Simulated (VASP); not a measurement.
# CuSn7O15 (a cell with a defect) in VASP: settings compared

CuSn7O15 (a cell with a defect) is run at these levels: PBE, LDA; tasks: single point.

All numbers are computed with VASP 6.6.1; they aren't measurements. Logs are shortened: lines on timing, memory, paths and dates and some standing lists are left out, and cuts for length are marked.

## 1. The cell of the first run

The cell holds a defect, 23 atoms: a = 6.827 Å, b = 6.827 Å, c = 6.476 Å, α = 90.00°, β = 90.00°, γ = 90.00°.

## 2. Single point, PBE

File INCAR:

```
SYSTEM = CuSn7O15
ALGO = Normal
EDIFF = 1E-6
ENCUT = 520
GGA = PE
GGA_COMPAT = .False.
ISIF = 2
ISMEAR = -1
LASPH = .True.
LCHARG = .True.
LELF = .True.
LREAL = .False.
LVHAR = .True.
LWAVE = .False.
NBANDS = 116
NELECT = 200.0
NELM = 120
PREC = Accurate
SIGMA = 0.01
```

File KPOINTS:

```
Automatic mesh
0
Gamma
  1 1 1
  0.25 0.25 0.25
```

File POSCAR:

```
CuSn7O15
1.0
    4.8274600300      4.8274600300      0.0000000000
   -4.8274600300      4.8274600300      0.0000000000
    0.0000000000      0.0000000000      6.4759066800
Sn O Cu
7 15 1
Direct
    0.0137398224      0.5007211257      0.2425590146
    0.5002437490      0.0016800937      0.2495051930
   -0.0036387871      0.0004143739     -0.0001976684
    0.5095138161      0.5004347928     -0.0013194304
    0.0113863191      0.5006395480      0.7570489077
    0.5004084000     -0.0024085689      0.7486102904
   -0.0004113622      0.0012600065      0.4997006284
   -0.0019307374      0.8052568768      0.2519673938
    0.5040751390      0.3098248800      0.2546967071
   -0.0108234792      0.1962553319      0.2516190500
    0.5051435046      0.6989780017      0.2412050557
    0.2988828288      0.0062443914     -0.0005454878
    0.8178566098      0.5066472803      0.0011450321
    0.2001540660      0.4967702768     -0.0011976336
    0.6963710742     -0.0067282576     -0.0014228259
   -0.0021297368      0.8054912409      0.7473875311
    0.5111877837      0.3008686599      0.7571922447
   -0.0093507327      0.1963978482      0.7481250456
    0.5078352434      0.6885817828      0.7408221555
    0.3022437660      0.0037075535      0.4992952837
    0.1756672462      0.4969189321      0.5004719154
    0.6964278926     -0.0029831287      0.4994787314
    0.4914316413      0.4975054266      0.4968785820
```

Potentials or basis: VASP PAW PBE potentials, release 64 (Sn_d, O, Cu).

Started as:

```bash
cat potpaw_PBE.64/Sn_d/POTCAR potpaw_PBE.64/O/POTCAR potpaw_PBE.64/Cu/POTCAR > POTCAR
mpirun -np 1 vasp_std > vasp.out
```

OUTCAR:

```text
SYSTEM = CuSn7O15
   EDIFF = 1E-6
   ENCUT = 520
   GGA = PE
   ISIF = 2
   ISMEAR = -1
   LASPH = .True.
   LREAL = .False.
   NELECT = 200.0
   NELM = 120
   PREC = Accurate

 ion  position               nearest neighbor table
   1  0.014  0.501  0.243-  21 2.00  14 2.03  13 2.06   8 2.08  10 2.09   5 3.14   5 3.33   4 3.74
                             3 3.76
   2  0.500  0.002  0.250-  11 2.07  22 2.10   9 2.10  15 2.11  20 2.11  12 2.12   6 3.23   6 3.24
                             3 3.75
   3  0.996  0.000  1.000-  15 2.05  12 2.07   8 2.11  16 2.11  18 2.11  10 2.11   7 3.24   7 3.24
                             2 3.75   6 3.76   1 3.76   5 3.76
   4  0.510  0.500  0.999-  17 2.07  11 2.07  13 2.11  19 2.11   9 2.11  14 2.11  23 3.23  23 3.25
                             1 3.74   5 3.74
   5  0.011  0.501  0.757-  21 2.00  14 2.03  13 2.06  18 2.08  16 2.08   1 3.14   1 3.33   4 3.74
                             3 3.76
   6  0.500  0.998  0.749-  17 2.07  22 2.10  15 2.10  20 2.11  19 2.11  12 2.13   2 3.23   2 3.24
                             3 3.76
   7  1.000  0.001  0.500-  20 2.07  22 2.07  10 2.09  16 2.09   8 2.09  18 2.09   3 3.24   3 3.24

   8  0.998  0.805  0.252-   1 2.08   7 2.09   3 2.11
   9  0.504  0.310  0.255-  23 2.03   2 2.10   4 2.11
  10  0.989  0.196  0.252-   1 2.09   7 2.09   3 2.11
  11  0.505  0.699  0.241-   2 2.07   4 2.07  23 2.15
  12  0.299  0.006  0.999-   3 2.07   2 2.12   6 2.13
  13  0.818  0.507  0.001-   1 2.06   5 2.06   4 2.11
  14  0.200  0.497  0.999-   1 2.03   5 2.03   4 2.11
  15  0.696  0.993  0.999-   3 2.05   6 2.10   2 2.11
  16  0.998  0.805  0.747-   5 2.08   7 2.09   3 2.11
  17  0.511  0.301  0.757-   6 2.07   4 2.07  23 2.16
  18  0.991  0.196  0.748-   5 2.08   7 2.09   3 2.11
  19  0.508  0.689  0.741-  23 2.05   4 2.11   6 2.11
  20  0.302  0.004  0.499-   7 2.07   6 2.11   2 2.11
  21  0.176  0.497  0.500-   1 2.00   5 2.00  23 2.16
  22  0.696  0.997  0.499-   7 2.07   6 2.10   2 2.10
  23  0.491  0.498  0.497-   9 2.03  19 2.05  11 2.15  21 2.16  17 2.16   4 3.23   4 3.25

  LATTYP: Found a simple tetragonal cell.
 ALAT       =     6.8270594462
 C/A-ratio  =     0.9485645659

  Lattice vectors:

 A1 = (   4.8274600300,   4.8274600300,   0.0000000000)
 A2 = (  -4.8274600300,   4.8274600300,   0.0000000000)
 A3 = (   0.0000000000,   0.0000000000,   6.4759066800)

Analysis of symmetry for initial positions (statically):
=====================================================================
 Subroutine PRICEL returns:
 Original cell was already a primitive cell.

 Routine SETGRP: Setting up the symmetry group for a
 simple tetragonal supercell.

 Subroutine GETGRP returns: Found  1 space group operations
 (whereof  1 operations were pure point group operations)
 out of a pool of 16 trial point group operations.

The static configuration has the point symmetry C_1 .

Analysis of symmetry for dynamics (positions and initial velocities):
=====================================================================
 Subroutine PRICEL returns:
 Original cell was already a primitive cell.

 Routine SETGRP: Setting up the symmetry group for a
 simple tetragonal supercell.

 Subroutine GETGRP returns: Found  1 space group operations
 (whereof  1 operations were pure point group operations)
 out of a pool of 16 trial point group operations.

The dynamic configuration has the point symmetry C_1 .

 Subroutine INISYM returns: Found  1 space group operations
 (whereof  1 operations are pure point group operations),
 and found     1 'primitive' translations

----------------------------------------------------------------------------------------

                                     Primitive cell

  volume of cell :     301.8339

  direct lattice vectors                    reciprocal lattice vectors
     4.827460030  4.827460030  0.000000000     0.103574136  0.103574136  0.000000000
    -4.827460030  4.827460030  0.000000000    -0.103574136  0.103574136  0.000000000
     0.000000000  0.000000000  6.475906680     0.000000000  0.000000000  0.154418532

  length of vectors
     6.827059446  6.827059446  6.475906680     0.146475947  0.146475947  0.154418532

  position of ions in fractional coordinates (direct lattice)
     0.013739822  0.500721126  0.242559015
     0.500243749  0.001680094  0.249505193
     0.996361213  0.000414374  0.999802332
     0.509513816  0.500434793  0.998680570
     0.011386319  0.500639548  0.757048908
     0.500408400  0.997591431  0.748610290
[... 15 lines left out ...]
     0.696427893  0.997016871  0.499478731
     0.491431641  0.497505427  0.496878582

  ion indices of the primitive-cell ions
   primitive index   ion index
                 1           1
                 2           2
                 3           3
                 4           4
                 5           5
                 6           6
[... 15 lines left out ...]
                22          22
                23          23

----------------------------------------------------------------------------------------

 KPOINTS: Automatic mesh

Automatic generation of k-mesh.
 Grid dimensions read from file:
 generate k-points for:    1    1    1

 Generating k-lattice:

  Cartesian coordinates                     Fractional coordinates (reciprocal lattice)
     0.103574136  0.103574136  0.000000000     1.000000000  0.000000000  0.000000000
    -0.103574136  0.103574136  0.000000000     0.000000000  1.000000000  0.000000000
     0.000000000  0.000000000  0.154418532     0.000000000  0.000000000  1.000000000

  Length of vectors
     0.146475947  0.146475947  0.154418532

  Shift w.r.t. Gamma in fractional coordinates (k-lattice)
     0.250000000  0.250000000  0.250000000

 Subroutine IBZKPT returns following result:
 ===========================================

 Found      4 irreducible k-points:

 Following reciprocal coordinates:
            Coordinates               Weight
  0.250000  0.250000  0.250000      2.000000
 -0.250000  0.250000  0.250000      2.000000
 -0.250000 -0.250000  0.250000      2.000000
  0.250000 -0.250000  0.250000      2.000000
   k-points           NKPTS =      4   k-points in BZ     NKDIM =      4   number of bands    NBANDS=    116
   number of dos      NEDOS =    301   number of ions     NIONS =     23
   total plane-waves  NPLWV = 139968
   dimension x,y,z NGX =    54 NGY =   54 NGZ =   48
   dimension x,y,z NGXF=   108 NGYF=  108 NGZF=   96
   ions per type =               7  15   1
   NGX,Y,Z   is equivalent  to a cutoff of  13.15, 13.15, 12.32 a.u.
   NGXF,Y,Z  is equivalent  to a cutoff of  26.30, 26.30, 24.64 a.u.
 SYSTEM =  CuSn7O15
   PREC   = accura    normal or accurate (medium, high low for compatibility)
   ISTART =      0    job   : 0-new  1-cont  2-samecut
   ICHARG =      2    charge: 1-file 2-atom 10-const
   ISPIN  =      1    spin polarized calculation?
   LNONCOLLINEAR =      F non collinear calculations
   LSORBIT =      F    spin-orbit coupling
   LASPH  =      T    aspherical Exc in radial PAW
   ENCUT  =  520.0 eV  38.22 Ry    6.18 a.u.  12.69 12.69 12.04*2*pi/ulx,y,z
   NELM   =    120;   NELMIN=  2; NELMDL= -5     # of ELM steps
   EDIFF  = 0.1E-05   stopping-criterion for ELM
   LREAL  =      F    real-space projection
   EDIFFG = 0.1E-04   stopping-criterion for IOM
   NSW    =      0    number of steps for IOM
   IBRION =     -1    ionic relax: 0-MD 1-quasi-New 2-CG
   NFREE  =      0    steps in history (QN), initial steepest desc. (CG)
   ISIF   =      2    stress and relaxation
   ISYM   =      2    0-nonsym 1-usesym 2-fastsym
   POTIM  = 0.5000    time-step for ionic-motion
   TEBEG  =    0.0;   TEEND  =   0.0 temperature during run
   PSTRESS=    0.0 pullay stress
   NELECT =     200.0000    total number of electrons
   NUPDOWN=      -1.0000    fix difference up-down
   EMIN   =  10.00;   EMAX   =-10.00  energy-range for DOS
   EFERMI =   0.00;   METHOD = LEGACY
   ISMEAR =    -1;   SIGMA  =   0.01  broadening in eV -4-tet -1-fermi 0-gaus
   EFERMI_NEDOS =   21; number of points for ismear=-14 and -15
   IALGO  =     38    algorithm
   IMIX   =      4    mixing-type and parameters
     AMIX     =   0.40;   BMIX     =  1.00
     AMIX_MAG =   1.60;   BMIX_MAG =  1.00
  volume/ion in A,a.u.               =      13.12        88.56
  Fermi-wavevector in a.u.,A,eV,Ry     =   1.427235  2.697083 27.715067  2.037000
  Thomas-Fermi vector in A             =   2.547426
   LORBIT       =      0    0 simple, 1 ext, 2 COOP (PROOUT), +10 PAW based schemes
   GGA     = PE    functional components
   LHFCALC =     F    Hartree Fock is set to
   AEXX    =    0.0000 exact exchange contribution
   IVDW    =     0    specifies the selected vdW correction
   LEPSILON=     F    determine dielectric tensor
   LRPA    =     F    only Hartree local field effects (RPA)
 non-spin polarized calculation
  energy-cutoff  :      520.00
  volume of cell :      301.83
 maximum number of plane-waves:      8114
 NGX is ok and might be reduce to    50
   NGX = 25   NGY = 25   NGZ = 25

 number of electron     200.0000017 magnetization

 Free energy of the ion-electron system (eV)
  ---------------------------------------------------
  ext. energy  EPLUGINS =         0.00000000
  ---------------------------------------------------
  free energy    TOTEN  =      -131.22917030 eV

  energy without entropy =     -131.22911805  energy(sigma->0) =     -131.22914418

 E-fermi :   6.6179     XC(G=0): -10.7499

 val. band max:        6.5396009568   @ k =   0.2500  -0.2500   0.2500
 cond. band min:       6.6949340223   @ k =   0.2500  -0.2500   0.2500
 fundamental gap:      0.1553330655
 Fermi energy:         6.6178529131

 k-point     1 :       0.2500    0.2500    0.2500
  band No.  band energies     occupation
      1     -16.5527      2.00000
      2     -16.4445      2.00000
      3     -16.3830      2.00000
      4     -16.1739      2.00000
      5     -16.0857      2.00000
      6     -15.9907      2.00000
[... 104 lines left out ...]
    111      12.2183      0.00000
    112      12.6774      0.00000

 k-point     2 :      -0.2500    0.2500    0.2500
  band No.  band energies     occupation
      1     -16.5520      2.00000
      2     -16.4457      2.00000
      3     -16.3826      2.00000
      4     -16.1743      2.00000
      5     -16.0852      2.00000
      6     -15.9910      2.00000
[... 104 lines left out ...]
    111      12.2333      0.00000
    112      12.6587      0.00000

 k-point     3 :      -0.2500   -0.2500    0.2500
  band No.  band energies     occupation
      1     -16.5520      2.00000
      2     -16.4449      2.00000
      3     -16.3840      2.00000
      4     -16.1737      2.00000
      5     -16.0848      2.00000
      6     -15.9909      2.00000
[... 104 lines left out ...]
    111      12.1674      0.00000
    112      12.6935      0.00000

 k-point     4 :       0.2500   -0.2500    0.2500
  band No.  band energies     occupation
      1     -16.5527      2.00000
      2     -16.4437      2.00000
      3     -16.3844      2.00000
      4     -16.1734      2.00000
      5     -16.0854      2.00000
      6     -15.9906      2.00000
[... 104 lines left out ...]
    111      12.1996      0.00000
    112      12.6727      0.00000
 [bands above 112 left out]

------------------------ aborting loop because EDIFF is reached ----------------------------------------

  FORCE on cell =-STRESS in cart. coord.  units (eV):
  Direction    XX          YY          ZZ          XY          YZ          ZX
  --------------------------------------------------------------------------------------
  -------------------------------------------------------------------------------------
  Total       11.5888976     12.3819494     16.6332269      4.4255570     -0.4313581      0.5527903
  in kB       61.5155280     65.7251606     88.2915506     23.4914905     -2.2897108      2.9342902
  external PRESSURE =      71.8440797 kB  Pullay stress =       0.0000000 kB

 VOLUME and BASIS-vectors are now :
 -----------------------------------------------------------------------------
  energy-cutoff  :      520.00
  volume of cell :      301.83
      direct lattice vectors                 reciprocal lattice vectors
     4.827460030  4.827460030  0.000000000     0.103574136  0.103574136  0.000000000
    -4.827460030  4.827460030  0.000000000    -0.103574136  0.103574136  0.000000000
     0.000000000  0.000000000  6.475906680     0.000000000  0.000000000  0.154418532

 POSITION                                       TOTAL-FORCE (eV/Angst)
 -----------------------------------------------------------------------------------
     -2.35088      2.48354      1.57079        -0.024028     -0.024000      0.039099
      2.40680      2.42302      1.61577        -0.088526      0.110153      0.018407
      4.80789      4.81189      6.47463        -0.004021      0.002744     -0.022386
      0.04383      4.87549      6.46736         0.005847     -0.012875     -0.050725
     -2.36185      2.47178      4.90258        -0.046979     -0.056767     -0.044248
     -2.40013      7.23153      4.84793         0.084395     -0.095875     -0.008588
[... 15 lines left out ...]
     -1.45108      8.17504      3.23458        -0.010416      0.034664     -0.062689
     -0.02932      4.77405      3.21774        -0.068787      0.027701      0.128540
 -----------------------------------------------------------------------------------
    total drift:                                0.001728     -0.000997     -0.000040

  FREE ENERGIE OF THE ION-ELECTRON SYSTEM (eV)
  ---------------------------------------------------
  free  energy   TOTEN  =      -131.2291703046 eV

  energy  without entropy=     -131.2291180515  energy(sigma->0) =     -131.22914418
```

It took 11 min on 1 thread of Intel Xeon 8259CL, shared host; peak memory 0.4 GiB.

Results:

- Free energy: -131.2292 eV
- Largest force: 0.322 eV/Å

Forces on the atoms (eV/Å):
```
Sn  -0.024 -0.024  0.039
Sn  -0.089  0.110  0.018
Sn  -0.004  0.003 -0.022
Sn   0.006 -0.013 -0.051
Sn  -0.047 -0.057 -0.044
Sn   0.084 -0.096 -0.009
Sn  -0.010 -0.006  0.017
O   -0.013  0.007  0.010
O    0.218 -0.022 -0.233
O    0.008  0.018 -0.032
O    0.078 -0.163  0.193
O    0.092 -0.070 -0.040
O    0.030 -0.085 -0.025
O   -0.004  0.062  0.005
O   -0.089  0.050  0.072
O    0.000 -0.002  0.004
O   -0.072  0.067 -0.211
O    0.022 -0.019  0.011
O   -0.177  0.117  0.243
O    0.013 -0.033  0.015
O    0.056  0.096 -0.027
O   -0.010  0.035 -0.063
Cu  -0.069  0.028  0.129
```

Caveat: the cell carries a net charge on a neutralising background, which shifts energy and pressure; the cell is charged against a uniform background, so pressure and absolute levels hang on convention; spin-orbit coupling is left out, which moves the levels of the heavy elements.

## 3. Single point, PBE

File INCAR:

```
SYSTEM = CuSn7O15
PREC = Accurate ; ENCUT = 520
EDIFF = 1E-6 ; ISMEAR = 0
SIGMA = 0.01 ; LREAL = .FALSE.
LASPH = .TRUE. ; NELM = 120
ALGO = Normal ; ISIF = 2
LWAVE = .FALSE. ; LCHARG = .FALSE.
GGA = PE ; NELECT = 198.0
NBANDS = 116 ; GGA_COMPAT = .FALSE.
```

KPOINTS is that of step 2.

File POSCAR:

```
CuSn7O15
1.0
    4.8274600300      4.8274600300      0.0000000000
   -4.8274600300      4.8274600300      0.0000000000
    0.0000000000      0.0000000000      6.4759066800
Sn O Cu
7 15 1
Direct
    0.0172410229      0.4983258279      0.2362319997
    0.4955716105     -0.0023438994      0.2543138273
   -0.0078947677     -0.0013850800     -0.0003063187
    0.5131633201      0.4987955407     -0.0007650378
    0.0163612083      0.4986321777      0.7641346055
    0.4962821278     -0.0005038570      0.7440561319
   -0.0045862175     -0.0011105291      0.4995159515
   -0.0074133732      0.8023759151      0.2493843403
    0.5123196800      0.3142446888      0.2658428033
   -0.0119017650      0.1944032631      0.2494089986
    0.5051116090      0.6798972089      0.2661704252
    0.3023664017      0.0009492753     -0.0011636376
    0.8172566633      0.5012610360      0.0003894971
    0.2088416088      0.4946680886     -0.0002430387
    0.6840606850     -0.0041628048     -0.0005861611
   -0.0076697751      0.8025884112      0.7498304651
    0.5152520390      0.3179288457      0.7311596450
   -0.0133642510      0.1948224999      0.7498632157
    0.5074033575      0.6823699532      0.7320204482
    0.2993211392      0.0023212281      0.4997802112
    0.1548861146      0.4966910744      0.5005241305
    0.6916091854     -0.0055271431      0.4989095517
    0.4955913593      0.4984198835      0.4986101238
```

Potentials or basis: VASP PAW PBE potentials, release 64 (Sn_d, O, Cu).

Started as:

```bash
cat potpaw_PBE.64/Sn_d/POTCAR potpaw_PBE.64/O/POTCAR potpaw_PBE.64/Cu/POTCAR > POTCAR
mpirun -np 1 vasp_std > vasp.out
```

Wall time 11 min (1 thread of Intel Xeon 8259CL, shared host); peak memory 0.4 GiB.

The run converged. Its results:

```
Free energy   : -143.2668 eV
Largest force : 0.161 eV/Å
```

Forces on the atoms (eV/Å):
```
Sn   0.013 -0.001  0.000
Sn  -0.014 -0.001  0.007
Sn   0.004  0.001 -0.036
Sn  -0.008 -0.016 -0.030
Sn  -0.004 -0.020 -0.016
Sn  -0.002  0.003 -0.007
Sn   0.005 -0.009  0.033
O   -0.010 -0.014  0.017
O   -0.051  0.067 -0.002
O   -0.022  0.023 -0.005
O   -0.047  0.100 -0.022
O   -0.005 -0.018  0.014
O   -0.021 -0.029  0.016
O    0.020  0.036 -0.018
O    0.001  0.020  0.002
O   -0.015 -0.018 -0.006
O    0.098 -0.125  0.029
O    0.019  0.008  0.005
O    0.037 -0.021  0.034
O   -0.004 -0.035 -0.019
O    0.030  0.028 -0.039
O   -0.002  0.037  0.001
Cu  -0.023 -0.016  0.044
```

Levels at points of the mesh, in eV from the Fermi level:
```
           k point  band 95  band 96  band 97  band 98  band 99  band 100  band 101  band 102  band 103  band 104
(0.25, 0.25, 0.25)    -0.57    -0.53    -0.48    -0.31    -0.11      0.57      2.14      3.53      3.95      4.28
```

Caveat: the cell carries a net charge on a neutralising background, which shifts energy and pressure; the cell is charged against a uniform background, so pressure and absolute levels hang on convention; spin-orbit coupling is left out, which moves the levels of the heavy elements.

(Continued in part 2 of 2.)
